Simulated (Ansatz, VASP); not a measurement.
# HCl in VASP and in Ansatz

The input INCAR:

```
SYSTEM = HCl
PREC     = Accurate       ! precision mode
ENCUT    = 520            ! plane-wave cutoff, eV
EDIFF    = 1E-6           ! SCF threshold, eV
ISMEAR   = 0              ! smearing method
SIGMA    = 0.15           ! smearing width, eV
LREAL    = .False.        ! projectors in reciprocal space
LASPH    = .True.         ! aspherical terms in the spheres
NELM     = 80             ! most SCF steps
ALGO     = Normal         ! electronic algorithm
ISIF     = 2              ! what is computed and relaxed
LWAVE    = .False.        ! write WAVECAR
LCHARG   = .False.        ! write CHGCAR
GGA      = PS             ! functional
NBANDS   = 11             ! bands
```

File KPOINTS:

```
regular mesh
0
Gamma
  16 16 16
  0 0 0
```

POSCAR

```
HCl
1.0
    0.0000000000      2.8743750000      2.6006250000
    2.8743750000      0.0000000000      2.6006250000
    2.8743750000      2.8743750000      0.0000000000
H Cl
1 1
Direct
    0.0000000000      0.0000000000      0.0000000000
    0.5000000000      0.5000000000      0.5000000000
```

Input for Ansatz:

```yaml
crystal:
  lattice:
    - [0.0, 2.874375, 2.600625]
    - [2.874375, 0.0, 2.600625]
    - [2.874375, 2.874375, 0.0]
  atoms:
    - { symbol: H, position: [0.0, 0.0, 0.0] }
    - { symbol: Cl, position: [0.5, 0.5, 0.5] }
basis:
  ecutwfc: 420
kpoints:
  mp_grid: { grid: [16, 16, 16] }
hamiltonian:
  xc: pbesol
scf:
  occupations: { method: gaussian, width: 0.15 }
output:
  forces: true
  stress: true
  eigenvalues: true
```

Change from the starting cell: strain +0.050 along x and y, -0.050 along z, atoms carried along.

Alike in both runs: task single point; functional PBEsol; k mesh 16 × 16 × 16; occupations gaussian, width 0.15 eV; no spin polarisation.

```csv
,VASP,Ansatz
version,VASP 6.6.1,Ansatz 0.2.0
potentials or method,"VASP PAW PBE potentials, release 64 (H, Cl), cutoff 520 eV","scalar-relativistic, plane waves, PAW"
valence electrons in the cell,8,8
```

VASP gave:

* gap on the k mesh at the Fermi level (eV): none
* pressure (GPa): -10.0
* traceless stress, the component that is largest in VASP (GPa): -5.16

Q: Which values does Ansatz return?

A: gap on the k mesh at the Fermi level (eV): none; pressure (GPa): -10.0; traceless stress, the component that is largest in VASP (GPa): -5.14.

VASP's potentials were made for PBE, not for PBEsol. A gap of «none» marks a metal or a gap that the smearing closes.
